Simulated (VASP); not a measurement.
# Ni (P6_3/mmc) in VASP: relaxation of cell and atoms with PBEsol

Aim: the relaxation of cell and atoms of Ni with PBEsol.

Program: VASP 6.6.1. These are calculated values, not measurements. Logs are shortened: lines on timing, memory, paths and dates and some standing lists are left out, and cuts for length are marked.

## Step 1: The cell of the first run

The structure is hexagonal, space group P6_3/mmc (No. 194). Conventional cell: a = 2.448 Å, b = 2.448 Å, c = 4.073 Å, α = 90.00°, β = 90.00°, γ = 120.00°. Ni (site symmetry -6m2) has 12 Ni at 2.45 to 2.48 Å within 3.2 Å.

This isn't the form of Ni at room conditions, which is fcc.

## Step 2: Relaxation of cell and atoms, PBEsol, collinear spin, ferromagnetic start

The input, INCAR:

```
  PREC = Accurate
  ENCUT = 600
  EDIFF = 1E-7
  ISMEAR = -1
  SIGMA = 0.1
  LREAL = F
  LASPH = T
  NELM = 150
  ALGO = Normal
  ISIF = 3
  LWAVE = F
  LCHARG = F
  ISPIN = 2
  MAGMOM = 1.5 1.5
  LORBIT = 11
  LMAXMIX = 4
  GGA = PS
  IBRION = 2
  NSW = 80
  EDIFFG = -0.01
```

The input, KPOINTS:

```
Automatic mesh
0
Gamma
  14 14 7
```

The input, POSCAR:

```
Ni
1.0
    2.4480230000      0.0000000000      0.0000000000
   -1.2240110000      2.1200500000      0.0000000000
    0.0000000000      0.0000000000      4.0728080000
Ni
2
Direct
    0.3333333333      0.6666666667      0.2500000000
    0.6666666667      0.3333333333      0.7500000000
```

Potentials or basis: VASP PAW PBE potentials, release 64 (Ni).

On the command line:

```bash
$ cat potpaw_PBE.64/Ni/POTCAR > POTCAR
$ mpirun -np 1 vasp_std > vasp.out
```

OUTCAR:

```text
PREC = Accurate
   ENCUT = 600
   EDIFF = 1E-7
   ISMEAR = -1
   LREAL = F
   LASPH = T
   NELM = 150
   ISIF = 3
   ISPIN = 2
   LORBIT = 11
   GGA = PS
   IBRION = 2
   NSW = 80
   EDIFFG = -0.01

 ion  position               nearest neighbor table
   1  0.333  0.667  0.250-   2 2.48   2 2.48   2 2.48   2 2.48   2 2.48   2 2.48
   2  0.667  0.333  0.750-   1 2.48   1 2.48   1 2.48   1 2.48   1 2.48   1 2.48

  LATTYP: Found a hexagonal cell.
 ALAT       =     2.4480230000
 C/A-ratio  =     1.6637131269

  Lattice vectors:

 A1 = (   2.4480230000,   0.0000000000,   0.0000000000)
 A2 = (  -1.2240110000,   2.1200500000,   0.0000000000)
 A3 = (   0.0000000000,   0.0000000000,   4.0728080000)

Analysis of symmetry for initial positions (statically):
=====================================================================
 Subroutine PRICEL returns:
 Original cell was already a primitive cell.

 Routine SETGRP: Setting up the symmetry group for a
 hexagonal supercell.

 Subroutine GETGRP returns: Found 24 space group operations
 (whereof 12 operations were pure point group operations)
 out of a pool of 24 trial point group operations.

The static configuration has the point symmetry D_3d.
 The point group associated with its full space group is D_6h.

Analysis of symmetry for dynamics (positions and initial velocities):
=====================================================================
 Subroutine PRICEL returns:
 Original cell was already a primitive cell.

 Routine SETGRP: Setting up the symmetry group for a
 hexagonal supercell.

 Subroutine GETGRP returns: Found 24 space group operations
 (whereof 12 operations were pure point group operations)
 out of a pool of 24 trial point group operations.

The dynamic configuration has the point symmetry D_3d.
 The point group associated with its full space group is D_6h.

Analysis of structural, dynamic, and magnetic symmetry:
=====================================================================
 Subroutine PRICEL returns:
 Original cell was already a primitive cell.

 Routine SETGRP: Setting up the symmetry group for a
 hexagonal supercell.

 Subroutine GETGRP returns: Found 24 space group operations
 (whereof 12 operations were pure point group operations)
 out of a pool of 24 trial point group operations.

The overall configuration has the point symmetry D_3d.
 The point group associated with its full space group is D_6h.

 Subroutine INISYM returns: Found 24 space group operations
 (whereof 12 operations are pure point group operations),
 and found     1 'primitive' translations

----------------------------------------------------------------------------------------

                                     Primitive cell

  volume of cell :      21.1376

  direct lattice vectors                    reciprocal lattice vectors
     2.448023000  0.000000000  0.000000000     0.408492894  0.235843398  0.000000000
    -1.224011000  2.120050000  0.000000000     0.000000000  0.471686989  0.000000000
     0.000000000  0.000000000  4.072808000     0.000000000  0.000000000  0.245530848

  length of vectors
     2.448023000  2.448022657  4.072808000     0.471686922  0.471686989  0.245530848

  position of ions in fractional coordinates (direct lattice)
     0.333333333  0.666666667  0.250000000
     0.666666667  0.333333333  0.750000000

  ion indices of the primitive-cell ions
   primitive index   ion index
                 1           1
                 2           2

----------------------------------------------------------------------------------------

 KPOINTS: Automatic mesh

Automatic generation of k-mesh.
 Grid dimensions read from file:
 generate k-points for:   14   14    7

 Generating k-lattice:

  Cartesian coordinates                     Fractional coordinates (reciprocal lattice)
     0.029178064  0.016845957  0.000000000     0.071428571  0.000000000  0.000000000
     0.000000000  0.033691928  0.000000000     0.000000000  0.071428571  0.000000000
     0.000000000  0.000000000  0.035075835     0.000000000  0.000000000  0.142857143

  Length of vectors
     0.033691923  0.033691928  0.035075835

  Shift w.r.t. Gamma in fractional coordinates (k-lattice)
     0.000000000  0.000000000  0.000000000

 Subroutine IBZKPT returns following result:
 ===========================================

 Found     96 irreducible k-points:

 Following reciprocal coordinates:
            Coordinates               Weight
  0.000000  0.000000  0.000000      1.000000
  0.071429  0.000000  0.000000      6.000000
  0.142857  0.000000  0.000000      6.000000
  0.214286  0.000000  0.000000      6.000000
  0.285714  0.000000  0.000000      6.000000
  0.357143  0.000000  0.000000      6.000000
[... 16 lines left out ...]
  0.285714  0.285714  0.000000      6.000000
  0.357143  0.285714  0.000000      6.000000
 [... further k-points ...]
   k-points           NKPTS =     96   k-points in BZ     NKDIM =     96   number of bands    NBANDS=     16
   number of dos      NEDOS =    301   number of ions     NIONS =      2
   total plane-waves  NPLWV =  14400
   dimension x,y,z NGX =    20 NGY =   20 NGZ =   36
   dimension x,y,z NGXF=    40 NGYF=   40 NGZF=   72
   ions per type =               2
   NGX,Y,Z   is equivalent  to a cutoff of  13.58, 13.58, 14.69 a.u.
   NGXF,Y,Z  is equivalent  to a cutoff of  27.16, 27.16, 29.39 a.u.
 SYSTEM =  unknown system
   PREC   = accura    normal or accurate (medium, high low for compatibility)
   ISTART =      0    job   : 0-new  1-cont  2-samecut
   ICHARG =      2    charge: 1-file 2-atom 10-const
   ISPIN  =      2    spin polarized calculation?
   LNONCOLLINEAR =      F non collinear calculations
   LSORBIT =      F    spin-orbit coupling
   LASPH  =      T    aspherical Exc in radial PAW
   ENCUT  =  600.0 eV  44.10 Ry    6.64 a.u.   4.89  4.89  8.13*2*pi/ulx,y,z
   NELM   =    150;   NELMIN=  2; NELMDL= -5     # of ELM steps
   EDIFF  = 0.1E-06   stopping-criterion for ELM
   LREAL  =      F    real-space projection
   EDIFFG = -.1E-01   stopping-criterion for IOM
   NSW    =     80    number of steps for IOM
   IBRION =      2    ionic relax: 0-MD 1-quasi-New 2-CG
   NFREE  =      1    steps in history (QN), initial steepest desc. (CG)
   ISIF   =      3    stress and relaxation
   ISYM   =      2    0-nonsym 1-usesym 2-fastsym
   POTIM  = 0.5000    time-step for ionic-motion
   TEBEG  =    0.0;   TEEND  =   0.0 temperature during run
   PSTRESS=    0.0 pullay stress
   NELECT =      20.0000    total number of electrons
   NUPDOWN=      -1.0000    fix difference up-down
   EMIN   =  10.00;   EMAX   =-10.00  energy-range for DOS
   EFERMI =   0.00;   METHOD = LEGACY
   ISMEAR =    -1;   SIGMA  =   0.10  broadening in eV -4-tet -1-fermi 0-gaus
   EFERMI_NEDOS =   21; number of points for ismear=-14 and -15
   IALGO  =     38    algorithm
   IMIX   =      4    mixing-type and parameters
     AMIX     =   0.40;   BMIX     =  1.00
     AMIX_MAG =   1.60;   BMIX_MAG =  1.00
  volume/ion in A,a.u.               =      10.57        71.32
  Fermi-wavevector in a.u.,A,eV,Ry     =   1.607187  3.037142 35.144515  2.583049
  Thomas-Fermi vector in A             =   2.703255
   LORBIT       =     11    0 simple, 1 ext, 2 COOP (PROOUT), +10 PAW based schemes
   GGA     = PS    functional components
   LHFCALC =     F    Hartree Fock is set to
   AEXX    =    0.0000 exact exchange contribution
   IVDW    =     0    specifies the selected vdW correction
   LEPSILON=     F    determine dielectric tensor
   LRPA    =     F    only Hartree local field effects (RPA)
 conjugate gradient relaxation of ions
 spin polarized calculation
  energy-cutoff  :      600.00
  volume of cell :       21.14
 maximum number of plane-waves:       726
 NGX is ok and might be reduce to    20
   NGX =  9   NGY =  9   NGZ = 17

--------------------------------------- Ionic step        1  -------------------------------------------

 number of electron      20.0000006 magnetization       1.2050393

 Free energy of the ion-electron system (eV)
  ---------------------------------------------------
  ext. energy  EPLUGINS =         0.00000000
  ---------------------------------------------------
  free energy    TOTEN  =       -12.27525615 eV

  energy without entropy =      -12.15116576  energy(sigma->0) =      -12.21321096

------------------------ aborting loop because EDIFF is reached ----------------------------------------

  FORCE on cell =-STRESS in cart. coord.  units (eV):
  Direction    XX          YY          ZZ          XY          YZ          ZX
  --------------------------------------------------------------------------------------
  -------------------------------------------------------------------------------------
  Total       -0.2255630     -0.2255630     -0.7301014     -0.0000001      0.0000000     -0.0000000
  in kB      -17.0971216    -17.0971198    -55.3398797     -0.0000040      0.0000000     -0.0000000
  external PRESSURE =     -29.8447070 kB  Pullay stress =       0.0000000 kB
[... 21 lines left out ...]
  energy  without entropy=      -12.1511657600  energy(sigma->0) =      -12.21321096

--------------------------------------- Ionic step        2  -------------------------------------------

 number of electron      20.0000003 magnetization       1.1861427

 E-fermi :  10.0378     XC(G=0): -13.7800

 val. band max:       10.0378123833   @ k =   0.2857   0.0714   0.4286
 cond. band min:      10.0392009727   @ k =   0.4286   0.0714   0.1429
 fundamental gap:      0.0013885894
 Fermi energy:        10.0378381421

 spin component 1

 k-point     1 :       0.0000    0.0000    0.0000
  band No.  band energies     occupation
      1       0.5550      1.00000
      2       4.8709      1.00000
      3       7.4737      1.00000
      4       7.5852      1.00000
      5       7.5852      1.00000
      6       7.8774      1.00000
[... 8 lines left out ...]
     15      35.5195      0.00000
     16      35.5196      0.00000
[... 1002 lines left out ...]
  energy  without entropy=      -12.1567061800  energy(sigma->0) =      -12.21864657

--------------------------------------- Ionic step        5  -------------------------------------------

 number of electron      19.9999999 magnetization       1.2021801

 Free energy of the ion-electron system (eV)
  ---------------------------------------------------
  ext. energy  EPLUGINS =         0.00000000
  ---------------------------------------------------
  free energy    TOTEN  =       -12.28060216 eV

  energy without entropy =      -12.15657976  energy(sigma->0) =      -12.21859096

 E-fermi :   9.8191     XC(G=0): -13.6903

 val. band max:        9.8185228646   @ k =   0.1429   0.1429   0.2857
 cond. band min:       9.8204673425   @ k =   0.2857   0.0714   0.4286
 fundamental gap:      0.0019444779
 Fermi energy:         9.8190511634

 spin component 1

 k-point     1 :       0.0000    0.0000    0.0000
  band No.  band energies     occupation
      1       0.4411      1.00000
      2       4.7394      1.00000
      3       7.3053      1.00000
      4       7.4013      1.00000
      5       7.4013      1.00000
      6       7.6900      1.00000
[... 8 lines left out ...]
     15      34.9511      0.00000
     16      34.9511      0.00000
[... 926 lines left out ...]
  FREE ENERGIE OF THE ION-ELECTRON SYSTEM (eV)
  ---------------------------------------------------
  free  energy   TOTEN  =       -12.2806021576 eV

  energy  without entropy=      -12.1565797626  energy(sigma->0) =      -12.21859096

 reached required accuracy - stopping structural energy minimisation

 total charge

# of ion       s       p       d       tot
------------------------------------------
    1        0.518   0.542   8.335   9.394
    2        0.518   0.542   8.335   9.394
--------------------------------------------------
tot          1.036   1.083  16.669  18.788

 magnetization (x)

# of ion       s       p       d       tot
------------------------------------------
    1       -0.005  -0.023   0.634   0.606
    2       -0.005  -0.023   0.634   0.606
--------------------------------------------------
tot         -0.010  -0.046   1.268   1.213
```

Wall time 3.9 min (1 thread of Intel Xeon Platinum 8259CL at 2.50GHz (Skylake/Cascade Lake), shared host); peak memory 0.19 GiB.

Results:

- Free energy: -12.2806 eV
- Relaxed volume: 10.42 Å³/atom
- Relaxed cell: a = 2.450 Å, b = 2.450 Å, c = 4.012 Å, α = 90.00°, β = 90.00°, γ = 120.00°
- Space group after relaxing (to 0.1 Å): P6_3/mmc (No. 194)
- Energy gained by relaxing: 2.7 meV/atom
- Ionic steps: 5
- Pressure after relaxing: 0.0 GPa
- Net moment: 1.20 μB per cell
- Site moments: Ni +0.61 μB
- Valence electrons inside the program's atomic spheres: Ni 9.39

The path:
```tsv
step	energy change (eV)	largest force (eV/Å)	pressure (GPa)	volume (Å³)
1	0.0000	0.0000	-2.98	21.14
2	-0.0021	0.0000	3.39	20.54
3	-0.0045	0.0000	0.58	20.79
4	-0.0053	0.0000	0.06	20.84
5	-0.0053	0.0000	-0.02	20.85
```

Final structure:
```
Ni
1.0
     2.44951    0.00000    0.00000
    -1.22475    2.12134    0.00000
     0.00000    0.00000    4.01195
Ni
2
Direct
  0.33333 0.66667 0.25000
  0.66667 0.33333 0.75000
```

Caveat: the PAW data sets were made with another functional, which shifts forces and pressure a little.
